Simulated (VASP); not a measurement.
Here is a VASP 6.6.1 calculation.

Contents of INCAR:

```
SYSTEM = AlNi
PREC = Accurate
ENCUT = 520
EDIFF = 1E-6
ISMEAR = 0
SIGMA = 0.15
LREAL = .FALSE.
LASPH = .TRUE.
NELM = 60
ALGO = Fast
ISIF = 2
LWAVE = .FALSE.
LCHARG = .FALSE.
GGA = PS
NBANDS = 21
```

KPOINTS

```
regular mesh
0
G
  12 12 12
  0 0 0
```

POSCAR

```
AlNi
1.0
    4.0480922016      0.0003442568      0.0000058845
   -0.0003442605     -4.0480836358      0.0000091320
   -2.0238781473      2.0238761711     -2.8627899075
Al Ni
2 2
Direct
   -0.0000008712      0.9999982591      0.9999987601
    0.4999991288      0.4999982591      0.9999987601
    0.2500008712      0.7500017409      0.5000012399
    0.7500008712      0.2500017409      0.5000012399
```

Potentials or basis: VASP PAW PBE potentials, release 64 (Al, Ni).

Run with:

```sh
$ cat potpaw_PBE.64/Al/POTCAR potpaw_PBE.64/Ni/POTCAR > POTCAR
$ mpirun -np 1 vasp_std > vasp.out
```

Question: Estimate the band gap on the k mesh.

Answer: Zero (bands 13 and 14 overlap by 3.00 eV).

Question: Estimate the pressure.

Answer: 0.1 GPa.

Caveat: the PAW data sets were made with another functional, which shifts forces and pressure a little. Spin polarisation is off, so any magnetic state and its effect on volume and gap are missing.
